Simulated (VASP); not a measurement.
**ScH5: relaxation of cell and atoms with PBE**

The system is ScH5.

```
Sc H
1.0
     3.41309    0.00000    0.00000
    -1.70654    2.95582    0.00000
     0.00000    0.00000    3.99681
Sc H
1 5
Direct
  0.00000 0.00000 0.50000
  0.33333 0.66667 0.66285
  0.66667 0.33333 0.66285
  0.66667 0.33333 0.33715
  0.33333 0.66667 0.33715
  0.00000 0.00000 0.00000
```

```yaml
Program: VASP 6.6.1
Task: relaxation of cell and atoms
Functional: PBE
Potentials_or_basis: VASP PAW PBE potentials, release 64 (Sc_sv, H)
Cutoff: 600 eV
k_mesh: 12 × 12 × 10
Occupations: gaussian, width 0.1 eV
Spin: no spin polarisation
Dipole_correction: no
Further_INCAR_settings: ALGO = Normal; EDIFF = 1e-06; IBRION = 2; EDIFFG = -0.01; NSW = 100; ISIF = 3
```

```json
{
 "Relaxed volume": "6.63 Å³/atom",
 "Relaxed cell": "a = 3.395 Å, b = 3.395 Å, c = 3.988 Å, α = 90.00°, β = 90.00°, γ = 120.00°",
 "Space group after relaxing (to 0.05 Å)": "P6/mmm (No. 191)",
 "Energy gained by relaxing": "0.5 meV/atom",
 "Ionic steps": "6",
 "Pressure after relaxing": "0.1 GPa",
 "Band gap on the k mesh": "zero (band 8 reaches 3.40 eV, above the bottom of band 9 at 0.36 eV)"
}
```

Forces on the atoms (eV/Å):
```
Sc   0.000  0.000  0.000
H    0.000  0.000  0.002
H    0.000  0.000  0.002
H    0.000  0.000 -0.002
H    0.000  0.000 -0.002
H    0.000  0.000  0.000
```

Step by step:
| step | energy change (eV) | largest force (eV/Å) | pressure (GPa) | volume (Å³) |
| --- | --- | --- | --- | --- |
| 1 | 0.0000 | 0.0574 | -0.12 | 40.32 |
| 2 | -0.0006 | 0.0498 | -0.19 | 40.29 |
| 3 | -0.0020 | 0.0272 | -0.24 | 40.20 |
| 4 | -0.0028 | 0.0158 | -0.41 | 40.02 |
| 5 | -0.0028 | 0.0070 | -0.36 | 40.06 |
| 6 | -0.0031 | 0.0021 | 0.14 | 39.80 |

Final structure:
```xyz
6
Lattice="3.3948 0.0000 0.0000 -1.6974 2.9400 0.0000 0.0000 0.0000 3.9879" Properties=species:S:1:pos:R:3 pbc="T T T"
Sc    0.0000    0.0000    1.9940
H     0.0000    1.9600    2.6698
H     1.6974    0.9800    2.6698
H     1.6974    0.9800    1.3181
H     0.0000    1.9600    1.3181
H     0.0000    0.0000    0.0000
```

Levels at points of the mesh, in eV from the Fermi level:
```
           k point  band 5  band 6  band 7  band 8  band 9  band 10  band 11  band 12
(0.00, 0.00, 0.00)  -10.24   -3.28   -1.51   -1.13    1.13     1.13     3.46     3.46
(0.50, 0.00, 0.00)   -6.79   -6.61   -2.75   -1.78    2.73     3.00     3.71     4.79
(0.00, 0.00, 0.50)   -9.51   -5.39   -0.86    1.23    1.23     2.64     2.94     3.12
(0.50, 0.00, 0.50)   -6.22   -6.14   -3.37   -2.02    2.47     2.68     3.41     3.72
```

Run time: 2.6 min on 1 thread of Intel(R) Xeon(R) Platinum 8488C (Sapphire Rapids), on a shared host, peak memory 0.22 GiB.
